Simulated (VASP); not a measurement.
# CdS (Hawleyite): single point with LDA

The system is CdS (Hawleyite).

```
CELL_PARAMETERS angstrom
0.00000 2.87825 2.87825
2.87825 0.00000 2.87825
2.87825 2.87825 0.00000
ATOMIC_POSITIONS crystal
Cd 0.00000 0.00000 0.00000
S 0.75000 0.75000 0.75000
```

```json
{
 "Program": "VASP 6.6.1",
 "Task": "single point",
 "Functional": "LDA",
 "Potentials or basis": "VASP PAW LDA potentials, release 64 (Cd, S)",
 "Cutoff": "520 eV",
 "k mesh": "8 × 8 × 8",
 "Occupations": "fermi-dirac, width 0.05 eV",
 "Spin": "no spin polarisation",
 "Dipole correction": "no",
 "Further INCAR settings": "ALGO = Normal; EDIFF = 1e-07; NBANDS = 16"
}
```

```json
{"Pressure": "0.6 GPa", "Band gap on the k mesh": "0.98 eV, direct"}
```

Levels at points of the mesh, in eV from the valence-band top:
| k point | band 5 | band 6 | band 7 | band 8 | band 9 | band 10 | band 11 | band 12 | band 13 | band 14 |
| --- | --- | --- | --- | --- | --- | --- | --- | --- | --- | --- |
| (0.00, 0.00, 0.00) | -7.40 | -7.40 | 0.00 | 0.00 | 0.00 | 0.98 | 6.35 | 6.35 | 6.35 | 11.30 |
| (0.50, 0.00, 0.00) | -7.35 | -6.98 | -4.77 | -0.83 | -0.83 | 2.84 | 6.84 | 6.84 | 7.34 | 10.89 |
| (0.50, 0.50, 0.00) | -7.30 | -6.91 | -4.23 | -2.07 | -2.07 | 3.24 | 4.21 | 9.13 | 10.78 | 10.78 |

Wall time 35 s on 1 thread of AMD EPYC 7R43 64-Core Processor (Zen 3), on a shared host, peak memory 0.11 GiB.

As with any semilocal functional, this LDA gap is likely too small.
